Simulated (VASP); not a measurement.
# CrRu (P-6m2) in VASP: further runs

CrRu is run at these levels: LDA; tasks: single point.

All numbers are computed with VASP 6.6.1; they aren't measurements. Logs are shortened: lines on timing, memory, paths and dates and some standing lists are left out, and cuts for length are marked.

**1. The cell of the first run**

Symmetry: P-6m2, No. 187, hexagonal system. Conventional cell: a = 2.664 Å, b = 2.664 Å, c = 4.218 Å, α = 90.00°, β = 90.00°, γ = 120.00°. Within 3.4 Å of Cr (site symmetry -6m2) lie 6 Ru at 2.61 Å and 6 Cr at 2.66 Å. Ru (site symmetry -6m2) has 6 Cr at 2.61 Å and 6 Ru at 2.66 Å within 3.4 Å.

**2. Single point, LDA, collinear spin, ferromagnetic start**

INCAR

```
PREC = Accurate
ENCUT = 520
EDIFF = 1E-7
ISMEAR = -1
SIGMA = 0.1
LREAL = False
LASPH = True
NELM = 150
ALGO = Normal
ISIF = 2
LWAVE = False
LCHARG = True
ISPIN = 2
MAGMOM = 3 1.5
LORBIT = 11
LMAXMIX = 4
LELF = True
LVHAR = True
NBANDS = 24
```

KPOINTS

```
regular mesh
0
Gamma
  12 12 7
```

POSCAR

```
CrRu
1.0
    2.6637476213      0.0000000000      0.0000000000
   -1.3318738107      2.3068731093      0.0000000000
    0.0000000000      0.0000000000      4.2180140000
Cr Ru
1 1
Direct
    0.6666666667      0.3333333333      0.0000000000
    0.3333333333      0.6666666667      0.5000000000
```

Potentials or basis: VASP PAW LDA potentials, release 64 (Cr_pv, Ru_pv).

Run with:

```
$ cat potpaw_LDA.64/Cr_pv/POTCAR potpaw_LDA.64/Ru_pv/POTCAR > POTCAR
$ mpirun -np 1 vasp_std > vasp.out
```

OUTCAR:

```text
PREC = Accurate
   ENCUT = 520
   EDIFF = 1E-7
   ISMEAR = -1
   LREAL = False
   LASPH = True
   NELM = 150
   ISIF = 2
   ISPIN = 2
   LORBIT = 11

 ion  position               nearest neighbor table
   1  0.667  0.333  0.000-   2 2.61   2 2.61   2 2.61   2 2.61   2 2.61   2 2.61
   2  0.333  0.667  0.500-   1 2.61   1 2.61   1 2.61   1 2.61   1 2.61   1 2.61

  LATTYP: Found a hexagonal cell.
 ALAT       =     2.6637476213
 C/A-ratio  =     1.5834886032

  Lattice vectors:

 A1 = (   2.6637476213,   0.0000000000,   0.0000000000)
 A2 = (  -1.3318738107,   2.3068731093,   0.0000000000)
 A3 = (   0.0000000000,   0.0000000000,   4.2180140000)

Analysis of symmetry for initial positions (statically):
=====================================================================
 Subroutine PRICEL returns:
 Original cell was already a primitive cell.

 Routine SETGRP: Setting up the symmetry group for a
 hexagonal supercell.

 Subroutine GETGRP returns: Found 12 space group operations
 (whereof 12 operations were pure point group operations)
 out of a pool of 24 trial point group operations.

The static configuration has the point symmetry D_3h.

Analysis of symmetry for dynamics (positions and initial velocities):
=====================================================================
 Subroutine PRICEL returns:
 Original cell was already a primitive cell.

 Routine SETGRP: Setting up the symmetry group for a
 hexagonal supercell.

 Subroutine GETGRP returns: Found 12 space group operations
 (whereof 12 operations were pure point group operations)
 out of a pool of 24 trial point group operations.

The dynamic configuration has the point symmetry D_3h.

Analysis of structural, dynamic, and magnetic symmetry:
=====================================================================
 Subroutine PRICEL returns:
 Original cell was already a primitive cell.

 Routine SETGRP: Setting up the symmetry group for a
 hexagonal supercell.

 Subroutine GETGRP returns: Found 12 space group operations
 (whereof 12 operations were pure point group operations)
 out of a pool of 24 trial point group operations.

The overall configuration has the point symmetry D_3h.

 Subroutine INISYM returns: Found 12 space group operations
 (whereof 12 operations are pure point group operations),
 and found     1 'primitive' translations

----------------------------------------------------------------------------------------

                                     Primitive cell

  volume of cell :      25.9194

  direct lattice vectors                    reciprocal lattice vectors
     2.663747621  0.000000000  0.000000000     0.375410941  0.216743608  0.000000000
    -1.331873811  2.306873109  0.000000000     0.000000000  0.433487215  0.000000000
     0.000000000  0.000000000  4.218014000     0.000000000  0.000000000  0.237078398

  length of vectors
     2.663747621  2.663747621  4.218014000     0.433487215  0.433487215  0.237078398

  position of ions in fractional coordinates (direct lattice)
     0.666666667  0.333333333  0.000000000
     0.333333333  0.666666667  0.500000000

  ion indices of the primitive-cell ions
   primitive index   ion index
                 1           1
                 2           2

----------------------------------------------------------------------------------------

 KPOINTS: regular mesh

Automatic generation of k-mesh.
 Grid dimensions read from file:
 generate k-points for:   12   12    7

 Generating k-lattice:

  Cartesian coordinates                     Fractional coordinates (reciprocal lattice)
     0.031284245  0.018061967  0.000000000     0.083333333  0.000000000  0.000000000
     0.000000000  0.036123935  0.000000000     0.000000000  0.083333333  0.000000000
     0.000000000  0.000000000  0.033868343     0.000000000  0.000000000  0.142857143

  Length of vectors
     0.036123935  0.036123935  0.033868343

  Shift w.r.t. Gamma in fractional coordinates (k-lattice)
     0.000000000  0.000000000  0.000000000

 Subroutine IBZKPT returns following result:
 ===========================================

 Found     76 irreducible k-points:

 Following reciprocal coordinates:
            Coordinates               Weight
  0.000000  0.000000  0.000000      1.000000
  0.083333  0.000000  0.000000      6.000000
  0.166667 -0.000000  0.000000      6.000000
  0.250000  0.000000  0.000000      6.000000
  0.333333 -0.000000  0.000000      6.000000
  0.416667 -0.000000  0.000000      6.000000
[... 16 lines left out ...]
  0.250000  0.000000  0.142857     12.000000
  0.333333 -0.000000  0.142857     12.000000
 [... further k-points ...]
   k-points           NKPTS =     76   k-points in BZ     NKDIM =     76   number of bands    NBANDS=     24
   number of dos      NEDOS =    301   number of ions     NIONS =      2
   total plane-waves  NPLWV =  12800
   dimension x,y,z NGX =    20 NGY =   20 NGZ =   32
   dimension x,y,z NGXF=    40 NGYF=   40 NGZF=   64
   ions per type =               1   1
   NGX,Y,Z   is equivalent  to a cutoff of  12.48, 12.48, 12.61 a.u.
   NGXF,Y,Z  is equivalent  to a cutoff of  24.96, 24.96, 25.22 a.u.
 SYSTEM =  unknown system
   PREC   = accura    normal or accurate (medium, high low for compatibility)
   ISTART =      0    job   : 0-new  1-cont  2-samecut
   ICHARG =      2    charge: 1-file 2-atom 10-const
   ISPIN  =      2    spin polarized calculation?
   LNONCOLLINEAR =      F non collinear calculations
   LSORBIT =      F    spin-orbit coupling
   LASPH  =      T    aspherical Exc in radial PAW
   ENCUT  =  520.0 eV  38.22 Ry    6.18 a.u.   4.95  4.95  7.84*2*pi/ulx,y,z
   NELM   =    150;   NELMIN=  2; NELMDL= -5     # of ELM steps
   EDIFF  = 0.1E-06   stopping-criterion for ELM
   LREAL  =      F    real-space projection
   EDIFFG = 0.1E-05   stopping-criterion for IOM
   NSW    =      0    number of steps for IOM
   IBRION =     -1    ionic relax: 0-MD 1-quasi-New 2-CG
   NFREE  =      0    steps in history (QN), initial steepest desc. (CG)
   ISIF   =      2    stress and relaxation
   ISYM   =      2    0-nonsym 1-usesym 2-fastsym
   POTIM  = 0.5000    time-step for ionic-motion
   TEBEG  =    0.0;   TEEND  =   0.0 temperature during run
   PSTRESS=    0.0 pullay stress
   NELECT =      26.0000    total number of electrons
   NUPDOWN=      -1.0000    fix difference up-down
   EMIN   =  10.00;   EMAX   =-10.00  energy-range for DOS
   EFERMI =   0.00;   METHOD = LEGACY
   ISMEAR =    -1;   SIGMA  =   0.10  broadening in eV -4-tet -1-fermi 0-gaus
   EFERMI_NEDOS =   21; number of points for ismear=-14 and -15
   IALGO  =     38    algorithm
   IMIX   =      4    mixing-type and parameters
     AMIX     =   0.40;   BMIX     =  1.00
     AMIX_MAG =   1.60;   BMIX_MAG =  1.00
  volume/ion in A,a.u.               =      12.96        87.46
  Fermi-wavevector in a.u.,A,eV,Ry     =   1.638794  3.096871 36.540426  2.685646
  Thomas-Fermi vector in A             =   2.729707
   LORBIT       =     11    0 simple, 1 ext, 2 COOP (PROOUT), +10 PAW based schemes
   GGA     = CA    functional components
   LHFCALC =     F    Hartree Fock is set to
   AEXX    =    0.0000 exact exchange contribution
   IVDW    =     0    specifies the selected vdW correction
   LEPSILON=     F    determine dielectric tensor
   LRPA    =     F    only Hartree local field effects (RPA)
 spin polarized calculation
  energy-cutoff  :      520.00
  volume of cell :       25.92
 maximum number of plane-waves:       717
 NGX is ok and might be reduce to    20
   NGX =  9   NGY =  9   NGZ = 15

 number of electron      25.9999997 magnetization       0.0000948

 Free energy of the ion-electron system (eV)
  ---------------------------------------------------
  ext. energy  EPLUGINS =         0.00000000
  ---------------------------------------------------
  free energy    TOTEN  =       -21.00742769 eV

  energy without entropy =      -20.92346903  energy(sigma->0) =      -20.96544836

 E-fermi :  11.1203     XC(G=0): -14.0016

 val. band max:       11.1178596599   @ k =   0.0833   0.0000   0.0000
 cond. band min:      11.1392145544   @ k =   0.3333   0.3333   0.0000
 fundamental gap:      0.0213548944
 Fermi energy:        11.1202595407

 spin component 1

 k-point     1 :       0.0000    0.0000    0.0000
  band No.  band energies     occupation
      1     -31.8634      1.00000
      2     -31.0984      1.00000
      3     -31.0984      1.00000
      4     -30.8976      1.00000
      5     -30.8976      1.00000
      6     -30.8825      1.00000
[... 16 lines left out ...]
     23      30.8204      0.00000
     24      31.7870      0.00000

 k-point     2 :       0.0833    0.0000    0.0000
  band No.  band energies     occupation
      1     -31.8429      1.00000
      2     -31.1339      1.00000
      3     -31.1098      1.00000
      4     -30.9544      1.00000
      5     -30.9075      1.00000
      6     -30.8909      1.00000
[... 16 lines left out ...]
     23      31.0322      0.00000
     24      31.0516      0.00000

 k-point     3 :       0.1667   -0.0000    0.0000
  band No.  band energies     occupation
      1     -31.7844      1.00000
      2     -31.2398      1.00000
      3     -31.1414      1.00000
      4     -31.0981      1.00000
      5     -30.9340      1.00000
      6     -30.9164      1.00000
[... 16 lines left out ...]
     23      29.9693      0.00000
     24      30.5736      0.00000
[... 514 lines left out ...]
 k-point    23 :       0.2500    0.0000    0.1429
  band No.  band energies     occupation
      1     -31.6879      1.00000
      2     -31.3897      1.00000
      3     -31.2833      1.00000
      4     -31.1768      1.00000
      5     -30.9776      1.00000
      6     -30.9689      1.00000
[... 16 lines left out ...]
     23      28.8116      0.00000
     24      28.9494      0.00000

 k-point    24 :       0.3333   -0.0000    0.1429
  band No.  band energies     occupation
      1     -31.6914      1.00000
      2     -31.5087      1.00000
      3     -31.3985      1.00000
      4     -31.2202      1.00000
      5     -31.0133      1.00000
      6     -31.0125      1.00000
[... 16 lines left out ...]
     23      27.0598      0.00000
     24      27.4837      0.00000

 [... further k-points ...]

 spin component 2

 k-point     1 :       0.0000    0.0000    0.0000
  band No.  band energies     occupation
      1     -31.8633      1.00000
      2     -31.0984      1.00000
      3     -31.0984      1.00000
      4     -30.8976      1.00000
      5     -30.8976      1.00000
      6     -30.8825      1.00000
[... 16 lines left out ...]
     23      30.8204      0.00000
     24      31.7870      0.00000

 k-point     2 :       0.0833    0.0000    0.0000
  band No.  band energies     occupation
      1     -31.8428      1.00000
      2     -31.1338      1.00000
      3     -31.1098      1.00000
      4     -30.9544      1.00000
      5     -30.9075      1.00000
      6     -30.8909      1.00000
[... 16 lines left out ...]
     23      31.0322      0.00000
     24      31.0516      0.00000

 k-point     3 :       0.1667   -0.0000    0.0000
  band No.  band energies     occupation
      1     -31.7843      1.00000
      2     -31.2398      1.00000
      3     -31.1413      1.00000
      4     -31.0981      1.00000
      5     -30.9340      1.00000
      6     -30.9164      1.00000
[... 16 lines left out ...]
     23      29.9693      0.00000
     24      30.5737      0.00000
[... 514 lines left out ...]
 k-point    23 :       0.2500    0.0000    0.1429
  band No.  band energies     occupation
      1     -31.6878      1.00000
      2     -31.3897      1.00000
      3     -31.2832      1.00000
      4     -31.1767      1.00000
      5     -30.9776      1.00000
      6     -30.9689      1.00000
[... 16 lines left out ...]
     23      28.8116      0.00000
     24      28.9494      0.00000

 k-point    24 :       0.3333   -0.0000    0.1429
  band No.  band energies     occupation
      1     -31.6914      1.00000
      2     -31.5087      1.00000
      3     -31.3984      1.00000
      4     -31.2201      1.00000
      5     -31.0133      1.00000
      6     -31.0125      1.00000
[... 16 lines left out ...]
     23      27.0598      0.00000
     24      27.4837      0.00000

 [... further k-points ...]

------------------------ aborting loop because EDIFF is reached ----------------------------------------

  FORCE on cell =-STRESS in cart. coord.  units (eV):
  Direction    XX          YY          ZZ          XY          YZ          ZX
  --------------------------------------------------------------------------------------
  -------------------------------------------------------------------------------------
  Total       -2.5643137     -2.5643137     -3.0296469      0.0000000      0.0000000      0.0000000
  in kB     -158.5101009   -158.5101009   -187.2741358      0.0000000      0.0000000      0.0000000
  external PRESSURE =    -168.0981125 kB  Pullay stress =       0.0000000 kB

 VOLUME and BASIS-vectors are now :
 -----------------------------------------------------------------------------
  energy-cutoff  :      520.00
  volume of cell :       25.92
      direct lattice vectors                 reciprocal lattice vectors
     2.663747621  0.000000000  0.000000000     0.375410941  0.216743608  0.000000000
    -1.331873811  2.306873109  0.000000000     0.000000000  0.433487215  0.000000000
     0.000000000  0.000000000  4.218014000     0.000000000  0.000000000  0.237078398

 POSITION                                       TOTAL-FORCE (eV/Angst)
 -----------------------------------------------------------------------------------
      1.33187      0.76896      0.00000         0.000000      0.000000      0.000000
     -0.00000      1.53792      2.10901        -0.000000      0.000000      0.000000
 -----------------------------------------------------------------------------------
    total drift:                                0.000000     -0.000000     -0.000000

  FREE ENERGIE OF THE ION-ELECTRON SYSTEM (eV)
  ---------------------------------------------------
  free  energy   TOTEN  =       -21.0074276904 eV

  energy  without entropy=      -20.9234690309  energy(sigma->0) =      -20.96544836

 total charge

# of ion       s       p       d       tot
------------------------------------------
    1        0.395   6.330   4.176  10.901
    2        0.430   6.310   6.002  12.742
--------------------------------------------------
tot          0.825  12.641  10.178  23.643

 magnetization (x)

# of ion       s       p       d       tot
------------------------------------------
    1        0.000   0.000   0.000   0.000
    2       -0.000   0.000  -0.000  -0.000
--------------------------------------------------
tot          0.000   0.000   0.000   0.000
```

Run time: 55 s. Hardware: 1 thread of Intel Xeon Platinum 8488C (Sapphire Rapids), shared host; peak memory 0.18 GiB.

What came out:

```yaml
Free_energy: -21.0074 eV
Pressure: -16.8 GPa
Band_gap_on_the_k_mesh: zero (filled and empty bands overlap)
Net_moment: 0.00 μB per cell
Valence_electrons_inside_the_program's_atomic_spheres: Cr 10.90; Ru 12.74
```

Stress tensor (GPa, compression positive):
```
-15.85   0.00   0.00
  0.00 -15.85   0.00
  0.00   0.00 -18.73
```

Levels at points of the mesh, in eV from the Fermi level:
Spin up:
| k point | band 9 | band 10 | band 11 | band 12 | band 13 | band 14 | band 15 | band 16 | band 17 | band 18 |
| --- | --- | --- | --- | --- | --- | --- | --- | --- | --- | --- |
| (0.00, 0.00, 0.00) | -2.06 | -2.06 | -0.91 | -0.31 | -0.31 | -0.13 | -0.13 | 1.36 | 1.86 | 1.86 |
| (0.50, 0.00, 0.00) | -3.72 | -1.74 | -1.31 | -0.76 | -0.21 | 2.04 | 2.36 | 2.40 | 4.03 | 5.66 |
Spin down:
| k point | band 9 | band 10 | band 11 | band 12 | band 13 | band 14 | band 15 | band 16 | band 17 | band 18 |
| --- | --- | --- | --- | --- | --- | --- | --- | --- | --- | --- |
| (0.00, 0.00, 0.00) | -2.06 | -2.06 | -0.91 | -0.31 | -0.31 | -0.13 | -0.13 | 1.36 | 1.86 | 1.86 |
| (0.50, 0.00, 0.00) | -3.72 | -1.74 | -1.31 | -0.76 | -0.21 | 2.04 | 2.36 | 2.40 | 4.03 | 5.66 |

Caveat: the cell stands under tension; an empty level that is flat over the whole mesh can mark a ghost state of the potentials, or a narrow d or f band.

**3. Single point, LDA, collinear spin, ferromagnetic start**

INCAR

```
SYSTEM = CrRu
PREC     = Accurate       ! precision mode
ENCUT    = 520            ! plane-wave cutoff, eV
EDIFF    = 1E-6           ! SCF threshold, eV
ISMEAR   = -1             ! smearing method
SIGMA    = 0.1            ! smearing width, eV
LREAL    = .FALSE.        ! projectors in reciprocal space
LASPH    = .TRUE.         ! aspherical terms in the spheres
NELM     = 150            ! most SCF steps
ALGO     = Normal         ! electronic algorithm
ISIF     = 2              ! what is computed and relaxed
LWAVE    = .FALSE.        ! write WAVECAR
LCHARG   = .FALSE.        ! write CHGCAR
ISPIN    = 2              ! spin polarisation
MAGMOM   = 3 1.5          ! initial moments
LORBIT   = 11             ! projections on sites
LMAXMIX  = 4              ! l up to which the mixer works
NBANDS   = 24             ! bands
```

KPOINTS

```
Automatic mesh
0
G
  12 12 7
  0 0 0
```

POSCAR is that of step 2.

Potentials or basis: VASP PAW LDA potentials, release 64 (Cr_pv, Ru_pv).

Run with:

```
$ cat potpaw_LDA.64/Cr_pv/POTCAR potpaw_LDA.64/Ru_pv/POTCAR > POTCAR
$ mpirun -np 1 vasp_std > vasp.out
```

Run time: 49 s. Hardware: 1 thread of Intel Xeon Platinum 8488C (Sapphire Rapids), shared host; peak memory 0.18 GiB.

It converged, with:

```
Free energy                                           : -21.0074 eV
Pressure                                              : -16.8 GPa
Band gap on the k mesh                                : zero (filled and empty bands overlap)
Net moment                                            : 0.00 μB per cell
Valence electrons inside the program's atomic spheres : Cr 10.90; Ru 12.74
```

Stress tensor (GPa, compression positive):
```
-15.84   0.00   0.00
  0.00 -15.84   0.00
  0.00   0.00 -18.72
```

Levels at points of the mesh, in eV from the Fermi level:
Spin up:
| k point | band 10 | band 11 | band 12 | band 13 | band 14 | band 15 | band 16 | band 17 |
| --- | --- | --- | --- | --- | --- | --- | --- | --- |
| (0.00, 0.00, 0.00) | -2.06 | -0.91 | -0.31 | -0.31 | -0.13 | -0.13 | 1.36 | 1.86 |
| (0.50, 0.00, 0.00) | -1.74 | -1.31 | -0.76 | -0.21 | 2.04 | 2.36 | 2.40 | 4.03 |
Spin down:
| k point | band 9 | band 10 | band 11 | band 12 | band 13 | band 14 | band 15 | band 16 | band 17 | band 18 |
| --- | --- | --- | --- | --- | --- | --- | --- | --- | --- | --- |
| (0.00, 0.00, 0.00) | -2.06 | -2.06 | -0.91 | -0.31 | -0.31 | -0.13 | -0.13 | 1.36 | 1.86 | 1.86 |
| (0.50, 0.00, 0.00) | -3.72 | -1.74 | -1.31 | -0.76 | -0.21 | 2.04 | 2.36 | 2.40 | 4.03 | 5.66 |

Caveat: the cell stands under tension; an empty level that is flat over the whole mesh can mark a ghost state of the potentials, or a narrow d or f band.

(Continued in part 2 of 2.)
